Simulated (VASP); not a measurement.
# GaSb (F-43m) in VASP: a series of runs

Runs on GaSb. Level: B3LYP. Tasks: single point.

Everything below comes from runs of VASP 6.6.1. Logs are shortened: lines on timing, memory, paths and dates and some standing lists are left out, and cuts for length are marked.

**1. The cell of the first run**

Symmetry: F-43m, No. 216, cubic system. The conventional cell has a = 6.199 Å, b = 6.199 Å, c = 6.199 Å, α = 90.00°, β = 90.00°, γ = 90.00°. Within 3.5 Å of Sb (site symmetry -43m) lie 4 Ga at 2.68 Å. Within 3.5 Å of Ga (site symmetry -43m) lie 4 Sb at 2.68 Å.

**2. Single point, B3LYP**

The input, POSCAR:

```
GaSb
1.0
    0.0000000000      3.0992546163      3.0992546163
    3.0992546163      0.0000000000      3.0992546163
    3.0992546163      3.0992546163      0.0000000000
Sb Ga
1 1
Direct
    0.7500000000      0.7500000000      0.7500000000
    0.0000000000      0.0000000000      0.0000000000
```

The input, INCAR.step1:

```
ALGO = Normal
EDIFF = 1E-5
ENCUT = 520
GGA = PE
ISIF = 2
ISMEAR = -1
LASPH = T
LCHARG = F
LREAL = F
LWAVE = T
NBANDS = 16
NELM = 80
PREC = Accurate
SIGMA = 0.05
```

The input, INCAR.step2:

```
AEXX = 0.2
AGGAC = 0.81
AGGAX = 0.72
ALDAC = 0.19
ALGO = Normal
EDIFF = 1E-6
ENCUT = 520
GGA = B3
ISIF = 2
ISMEAR = -1
ISTART = 1
LASPH = T
LCHARG = F
LHFCALC = T
LREAL = F
LWAVE = F
NBANDS = 16
NELM = 80
PREC = Accurate
PRECFOCK = Normal
SIGMA = 0.05
```

The input, KPOINTS:

```
k-points
0
Gamma
  4 4 4
```

Potentials or basis: VASP PAW PBE potentials, release 64 (Sb, Ga_d).

Command:

```sh
$ cat potpaw_PBE.64/Sb/POTCAR potpaw_PBE.64/Ga_d/POTCAR > POTCAR
$ cp INCAR.step1 INCAR
$ mpirun -np 1 vasp_std > vasp.out
$ cp INCAR.step2 INCAR
$ mpirun -np 1 vasp_std > vasp.out
```

OUTCAR:

```text
AEXX = 0.2
   EDIFF = 1E-6
   ENCUT = 520
   GGA = B3
   ISIF = 2
   ISMEAR = -1
   ISTART = 1
   LASPH = T
   LHFCALC = T
   LREAL = F
   NELM = 80
   PREC = Accurate
   PRECFOCK = Normal

 ion  position               nearest neighbor table
   1  0.750  0.750  0.750-   2 2.68   2 2.68   2 2.68   2 2.68
   2  0.000  0.000  0.000-   1 2.68   1 2.68   1 2.68   1 2.68

  LATTYP: Found a face centered cubic cell.
 ALAT       =     6.1985092326

  Lattice vectors:

 A1 = (   0.0000000000,   3.0992546163,   3.0992546163)
 A2 = (   3.0992546163,   0.0000000000,   3.0992546163)
 A3 = (   3.0992546163,   3.0992546163,   0.0000000000)

Analysis of symmetry for initial positions (statically):
=====================================================================
 Subroutine PRICEL returns:
 Original cell was already a primitive cell.

 Routine SETGRP: Setting up the symmetry group for a
 face centered cubic supercell.

 Subroutine GETGRP returns: Found 24 space group operations
 (whereof 24 operations were pure point group operations)
 out of a pool of 48 trial point group operations.

The static configuration has the point symmetry T_d .

Analysis of symmetry for dynamics (positions and initial velocities):
=====================================================================
 Subroutine PRICEL returns:
 Original cell was already a primitive cell.

 Routine SETGRP: Setting up the symmetry group for a
 face centered cubic supercell.

 Subroutine GETGRP returns: Found 24 space group operations
 (whereof 24 operations were pure point group operations)
 out of a pool of 48 trial point group operations.

The dynamic configuration has the point symmetry T_d .

 Subroutine INISYM returns: Found 24 space group operations
 (whereof 24 operations are pure point group operations),
 and found     1 'primitive' translations

----------------------------------------------------------------------------------------

                                     Primitive cell

  volume of cell :      59.5390

  direct lattice vectors                    reciprocal lattice vectors
     0.000000000  3.099254616  3.099254616    -0.161329114  0.161329114  0.161329114
     3.099254616  0.000000000  3.099254616     0.161329114 -0.161329114  0.161329114
     3.099254616  3.099254616  0.000000000     0.161329114  0.161329114 -0.161329114

  length of vectors
     4.383007912  4.383007912  4.383007912     0.279430221  0.279430221  0.279430221

  position of ions in fractional coordinates (direct lattice)
     0.750000000  0.750000000  0.750000000
     0.000000000  0.000000000  0.000000000

  ion indices of the primitive-cell ions
   primitive index   ion index
                 1           1
                 2           2

----------------------------------------------------------------------------------------

 KPOINTS: k-points

Automatic generation of k-mesh.
 Grid dimensions read from file:
 generate k-points for:    4    4    4

 Generating k-lattice:

  Cartesian coordinates                     Fractional coordinates (reciprocal lattice)
    -0.040332278  0.040332278  0.040332278     0.250000000  0.000000000  0.000000000
     0.040332278 -0.040332278  0.040332278     0.000000000  0.250000000  0.000000000
     0.040332278  0.040332278 -0.040332278     0.000000000  0.000000000  0.250000000

  Length of vectors
     0.069857555  0.069857555  0.069857555

  Shift w.r.t. Gamma in fractional coordinates (k-lattice)
     0.000000000  0.000000000  0.000000000

 Subroutine IBZKPT returns following result:
 ===========================================

 Found      8 irreducible k-points:

 Following reciprocal coordinates:
            Coordinates               Weight
  0.000000  0.000000  0.000000      1.000000
  0.250000  0.000000  0.000000      8.000000
  0.500000  0.000000  0.000000      4.000000
  0.250000  0.250000  0.000000      6.000000
  0.500000  0.250000  0.000000     24.000000
 -0.250000  0.250000  0.000000     12.000000
  0.500000  0.500000  0.000000      3.000000
 -0.250000  0.500000  0.250000      6.000000
   k-points           NKPTS =      8   k-points in BZ     NKDIM =     64   number of bands    NBANDS=     16
   number of dos      NEDOS =    301   number of ions     NIONS =      2
   total plane-waves  NPLWV =  46656
   dimension x,y,z NGX =    36 NGY =   36 NGZ =   36
   dimension x,y,z NGXF=    72 NGYF=   72 NGZF=   72
   ions per type =               1   1
   NGX,Y,Z   is equivalent  to a cutoff of  13.65, 13.65, 13.65 a.u.
   NGXF,Y,Z  is equivalent  to a cutoff of  27.31, 27.31, 27.31 a.u.
 SYSTEM =  unknown system
   PREC   = accura    normal or accurate (medium, high low for compatibility)
   ISTART =      1    job   : 0-new  1-cont  2-samecut
   ICHARG =      0    charge: 1-file 2-atom 10-const
   ISPIN  =      1    spin polarized calculation?
   LNONCOLLINEAR =      F non collinear calculations
   LSORBIT =      F    spin-orbit coupling
   LASPH  =      T    aspherical Exc in radial PAW
   ENCUT  =  520.0 eV  38.22 Ry    6.18 a.u.   8.15  8.15  8.15*2*pi/ulx,y,z
   NELM   =     80;   NELMIN=  2; NELMDL=  0     # of ELM steps
   EDIFF  = 0.1E-05   stopping-criterion for ELM
   LREAL  =      F    real-space projection
   EDIFFG = 0.1E-04   stopping-criterion for IOM
   NSW    =      0    number of steps for IOM
   IBRION =     -1    ionic relax: 0-MD 1-quasi-New 2-CG
   NFREE  =      0    steps in history (QN), initial steepest desc. (CG)
   ISIF   =      2    stress and relaxation
   ISYM   =      3    0-nonsym 1-usesym 2-fastsym
   POTIM  = 0.5000    time-step for ionic-motion
   TEBEG  =    0.0;   TEEND  =   0.0 temperature during run
   PSTRESS=    0.0 pullay stress
   NELECT =      18.0000    total number of electrons
   NUPDOWN=      -1.0000    fix difference up-down
   EMIN   =  10.00;   EMAX   =-10.00  energy-range for DOS
   EFERMI =   0.00;   METHOD = LEGACY
   ISMEAR =    -1;   SIGMA  =   0.05  broadening in eV -4-tet -1-fermi 0-gaus
   EFERMI_NEDOS =   21; number of points for ismear=-14 and -15
   IALGO  =     38    algorithm
   IMIX   =      1    mixing-type and parameters
     AMIX     =   0.40;   BMIX     =  1.00
     AMIX_MAG =   1.60;   BMIX_MAG =  1.00
  volume/ion in A,a.u.               =      29.77       200.89
  Fermi-wavevector in a.u.,A,eV,Ry     =   1.098749  2.076334 16.425619  1.207249
  Thomas-Fermi vector in A             =   2.235132
   LORBIT       =      0    0 simple, 1 ext, 2 COOP (PROOUT), +10 PAW based schemes
   GGA     = B3    functional components
   LHFCALC =     T    Hartree Fock is set to
   PRECFOCK=normal    Normal, Fast or Accurate (Low or Medium for compatibility)
   ENCUT4O =  -1.0   cutoff for four orbital integrals eV
   NKREDX  =     1    reduce k-point grid by
   NKREDY  =     1    reduce k-point grid by
   NKREDZ  =     1    reduce k-point grid by
   AEXX    =    0.2000 exact exchange contribution
   HFSCREEN=    0.0000 screening length (either q_TF or 0.3 A-1)
   HFSCREENC=   0.0000 screening length for correlation (either q_TF or 0.3 A-1)
   ENCUTFOCK=  -1.0 apply spherical cutoff to Coloumb kernel
   IVDW    =     0    specifies the selected vdW correction
   LEPSILON=     F    determine dielectric tensor
   LRPA    =     F    only Hartree local field effects (RPA)
 non-spin polarized calculation
  energy-cutoff  :      520.00
  volume of cell :       59.54
 maximum number of plane-waves:      1639
 NGX is ok and might be reduce to    36
  NGX = 28; NGY = 28; NGZ = 28

 number of electron      17.9999991 magnetization

 Free energy of the ion-electron system (eV)
  ---------------------------------------------------
  ext. energy  EPLUGINS =         0.00000000
  ---------------------------------------------------
  free energy    TOTEN  =        -8.01849410 eV

  energy without entropy =       -8.01847231  energy(sigma->0) =       -8.01848320

 E-fermi :   4.5422     XC(G=0):  -7.0685

 val. band max:        4.1309928429   @ k =   0.0000   0.0000   0.0000
 cond. band min:       4.8985011976   @ k =   0.0000   0.0000   0.0000
 fundamental gap:      0.7675083547
 Fermi energy:         4.5422251083

 k-point     1 :       0.0000    0.0000    0.0000
  band No.  band energies     occupation
      1     -13.0984      2.00000
      2     -13.0984      2.00000
      3     -13.0984      2.00000
      4     -13.0525      2.00000
      5     -13.0525      2.00000
      6      -8.0060      2.00000
[... 8 lines left out ...]
     15      14.0540      0.00000
     16      14.0540      0.00000

 k-point     2 :       0.2500    0.0000    0.0000
  band No.  band energies     occupation
      1     -13.1065      2.00000
      2     -13.0937      2.00000
      3     -13.0937      2.00000
      4     -13.0528      2.00000
      5     -13.0528      2.00000
      6      -7.3779      2.00000
[... 8 lines left out ...]
     15      13.0706      0.00000
     16      13.0706      0.00000

 k-point     3 :       0.5000    0.0000    0.0000
  band No.  band energies     occupation
      1     -13.1145      2.00000
      2     -13.0897      2.00000
      3     -13.0897      2.00000
      4     -13.0525      2.00000
      5     -13.0525      2.00000
      6      -6.3591      2.00000
[... 8 lines left out ...]
     15      15.4163      0.00000
     16      15.4163      0.00000

 k-point     4 :       0.2500    0.2500    0.0000
  band No.  band energies     occupation
      1     -13.1140      2.00000
      2     -13.0889      2.00000
      3     -13.0889      2.00000
      4     -13.0562      2.00000
      5     -13.0510      2.00000
      6      -7.1514      2.00000
[... 8 lines left out ...]
     15      14.5934      0.00000
     16      14.8851      0.00000

 k-point     5 :       0.5000    0.2500    0.0000
  band No.  band energies     occupation
      1     -13.1205      2.00000
      2     -13.0852      2.00000
      3     -13.0842      2.00000
      4     -13.0567      2.00000
      5     -13.0513      2.00000
      6      -6.0434      2.00000
[... 8 lines left out ...]
     15      15.5645      0.00000
     16      15.9111      0.00000

 k-point     6 :      -0.2500    0.2500    0.0000
  band No.  band energies     occupation
      1     -13.1153      2.00000
      2     -13.0885      2.00000
      3     -13.0878      2.00000
      4     -13.0537      2.00000
      5     -13.0532      2.00000
      6      -6.4719      2.00000
[... 8 lines left out ...]
     15      14.0474      0.00000
     16      16.0725      0.00000

 k-point     7 :       0.5000    0.5000    0.0000
  band No.  band energies     occupation
      1     -13.1283      2.00000
      2     -13.0791      2.00000
      3     -13.0791      2.00000
      4     -13.0610      2.00000
      5     -13.0494      2.00000
      6      -5.5065      2.00000
[... 8 lines left out ...]
     15      16.2265      0.00000
     16      16.7580      0.00000

 k-point     8 :      -0.2500    0.5000    0.2500
  band No.  band energies     occupation
      1     -13.1229      2.00000
      2     -13.0851      2.00000
      3     -13.0801      2.00000
      4     -13.0570      2.00000
      5     -13.0521      2.00000
      6      -5.4687      2.00000
[... 8 lines left out ...]
     15      15.4205      0.00000
     16      16.8593      0.00000

------------------------ aborting loop because EDIFF is reached ----------------------------------------

  FORCE on cell =-STRESS in cart. coord.  units (eV):
  Direction    XX          YY          ZZ          XY          YZ          ZX
  --------------------------------------------------------------------------------------
  -------------------------------------------------------------------------------------
  Total        0.3270349      0.3270349      0.3270349      0.0000000      0.0000000     -0.0000000
  in kB        8.8004114      8.8004114      8.8004114      0.0000000      0.0000000     -0.0000000
  external PRESSURE =       8.8004114 kB  Pullay stress =       0.0000000 kB

 VOLUME and BASIS-vectors are now :
 -----------------------------------------------------------------------------
  energy-cutoff  :      520.00
  volume of cell :       59.54
      direct lattice vectors                 reciprocal lattice vectors
     0.000000000  3.099254616  3.099254616    -0.161329114  0.161329114  0.161329114
     3.099254616  0.000000000  3.099254616     0.161329114 -0.161329114  0.161329114
     3.099254616  3.099254616  0.000000000     0.161329114  0.161329114 -0.161329114

 POSITION                                       TOTAL-FORCE (eV/Angst)
 -----------------------------------------------------------------------------------
      4.64888      4.64888      4.64888         0.000000     -0.000000     -0.000000
      0.00000      0.00000      0.00000        -0.000000      0.000000      0.000000
 -----------------------------------------------------------------------------------
    total drift:                               -0.000024     -0.000014     -0.000020

  FREE ENERGIE OF THE ION-ELECTRON SYSTEM (eV)
  ---------------------------------------------------
  free  energy   TOTEN  =        -8.0184940979 eV

  energy  without entropy=       -8.0184723092  energy(sigma->0) =       -8.01848320
```

Run time: 20 min. Hardware: 1 thread of Intel Xeon 8259CL, shared host; peak memory 0.22 GiB.

What came out:

* Free energy: -8.0185 eV
* Pressure: 0.9 GPa
* Band gap on the k mesh: 0.77 eV

Caveat: the k points lie up to 0.44 Å⁻¹ apart; the PAW data sets were made with another functional, which shifts forces and pressure a little; spin-orbit coupling is left out, which moves the levels of the heavy elements.

**3. Single point, B3LYP**

This run uses another cell than the first one, of 30.34 Å³/atom.

The input, POSCAR:

```
GaSb
1.0
    0.0000000000      3.1189956238      3.1189956238
    3.1189956238      0.0000000000      3.1189956238
    3.1189956238      3.1189956238      0.0000000000
Sb Ga
1 1
Direct
    0.7500000000      0.7500000000      0.7500000000
    0.0000000000      0.0000000000      0.0000000000
```

The input, INCAR.step1:

```
PREC = Accurate ; ENCUT = 520
EDIFF = 1E-5 ; ISMEAR = -1
SIGMA = 0.05 ; LREAL = False
LASPH = True ; NELM = 100
ALGO = Normal ; ISIF = 2
LWAVE = True ; LCHARG = False
NBANDS = 16 ; GGA = PE
```

The input, INCAR.step2:

```
PREC = Accurate ; ENCUT = 520
EDIFF = 1E-7 ; ISMEAR = -1
SIGMA = 0.05 ; LREAL = False
LASPH = True ; NELM = 100
ALGO = Normal ; ISIF = 2
LWAVE = False ; LCHARG = False
GGA = B3 ; LHFCALC = True
AEXX = 0.2 ; AGGAX = 0.72
AGGAC = 0.81 ; ALDAC = 0.19
PRECFOCK = Normal ; NBANDS = 16
ISTART = 1
```

The input, KPOINTS:

```
regular mesh
0
Gamma
  4 4 4
```

Potentials or basis: VASP PAW PBE potentials, release 64 (Sb, Ga_d).

Command:

```sh
$ cat potpaw_PBE.64/Sb/POTCAR potpaw_PBE.64/Ga_d/POTCAR > POTCAR
$ cp INCAR.step1 INCAR
$ mpirun -np 1 vasp_std > vasp.out
$ cp INCAR.step2 INCAR
$ mpirun -np 1 vasp_std > vasp.out
```

OUTCAR:

```text
PREC = Accurate
   ENCUT = 520
   EDIFF = 1E-7
   ISMEAR = -1
   LREAL = False
   LASPH = True
   NELM = 100
   ISIF = 2
   GGA = B3
   LHFCALC = True
   AEXX = 0.2
   PRECFOCK = Normal
   ISTART = 1

 ion  position               nearest neighbor table
   1  0.750  0.750  0.750-   2 2.70   2 2.70   2 2.70   2 2.70
   2  0.000  0.000  0.000-   1 2.70   1 2.70   1 2.70   1 2.70

  LATTYP: Found a face centered cubic cell.
 ALAT       =     6.2379912476

  Lattice vectors:

 A1 = (   0.0000000000,   3.1189956238,   3.1189956238)
 A2 = (   3.1189956238,   0.0000000000,   3.1189956238)
 A3 = (   3.1189956238,   3.1189956238,   0.0000000000)

Analysis of symmetry for initial positions (statically):
=====================================================================
 Subroutine PRICEL returns:
 Original cell was already a primitive cell.

[... 154 lines left out ...]
  ext. energy  EPLUGINS =         0.00000000
  ---------------------------------------------------
  free energy    TOTEN  =        -8.02149665 eV

  energy without entropy =       -8.02141195  energy(sigma->0) =       -8.02145430

 E-fermi :   4.2819     XC(G=0):  -7.0046

 val. band max:        3.9485129677   @ k =   0.0000   0.0000   0.0000
 cond. band min:       4.5602659322   @ k =   0.0000   0.0000   0.0000
 fundamental gap:      0.6117529645
 Fermi energy:         4.2819180407

 k-point     1 :       0.0000    0.0000    0.0000
  band No.  band energies     occupation
      1     -13.2589      2.00000
      2     -13.2589      2.00000
      3     -13.2589      2.00000
      4     -13.2155      2.00000
      5     -13.2155      2.00000
      6      -8.0610      2.00000
[... 129 lines left out ...]
      3     -13.2418      2.00000
      4     -13.2196      2.00000
      5     -13.2151      2.00000
      6      -5.6028      2.00000
[... 8 lines left out ...]
     15      15.1240      0.00000
     16      16.5718      0.00000

------------------------ aborting loop because EDIFF is reached ----------------------------------------

  FORCE on cell =-STRESS in cart. coord.  units (eV):
  Direction    XX          YY          ZZ          XY          YZ          ZX
  --------------------------------------------------------------------------------------
  -------------------------------------------------------------------------------------
  Total       -0.0148813     -0.0148813     -0.0148813     -0.0000000     -0.0000000     -0.0000000
  in kB       -0.3928951     -0.3928951     -0.3928951     -0.0000000     -0.0000000     -0.0000000
  external PRESSURE =      -0.3928951 kB  Pullay stress =       0.0000000 kB

 VOLUME and BASIS-vectors are now :
 -----------------------------------------------------------------------------
  energy-cutoff  :      520.00
  volume of cell :       60.68
      direct lattice vectors                 reciprocal lattice vectors
     0.000000000  3.118995624  3.118995624    -0.160308016  0.160308016  0.160308016
     3.118995624  0.000000000  3.118995624     0.160308016 -0.160308016  0.160308016
     3.118995624  3.118995624  0.000000000     0.160308016  0.160308016 -0.160308016

 POSITION                                       TOTAL-FORCE (eV/Angst)
 -----------------------------------------------------------------------------------
      4.67849      4.67849      4.67849        -0.000000     -0.000000     -0.000000
      0.00000      0.00000      0.00000         0.000000      0.000000      0.000000
 -----------------------------------------------------------------------------------
    total drift:                                0.000123      0.000110      0.000051

  FREE ENERGIE OF THE ION-ELECTRON SYSTEM (eV)
  ---------------------------------------------------
  free  energy   TOTEN  =        -8.0214966510 eV

  energy  without entropy=       -8.0214119463  energy(sigma->0) =       -8.02145430
```

Run time: 29 min. Hardware: 1 thread of Intel Xeon 8259CL, shared host; peak memory 0.22 GiB.

What came out:

```yaml
Free_energy: -8.0215 eV
Pressure: 0.0 GPa
Band_gap_on_the_k_mesh: 0.61 eV
```

Caveat: the k points lie up to 0.44 Å⁻¹ apart; the PAW data sets were made with another functional, which shifts forces and pressure a little; spin-orbit coupling is left out, which moves the levels of the heavy elements.
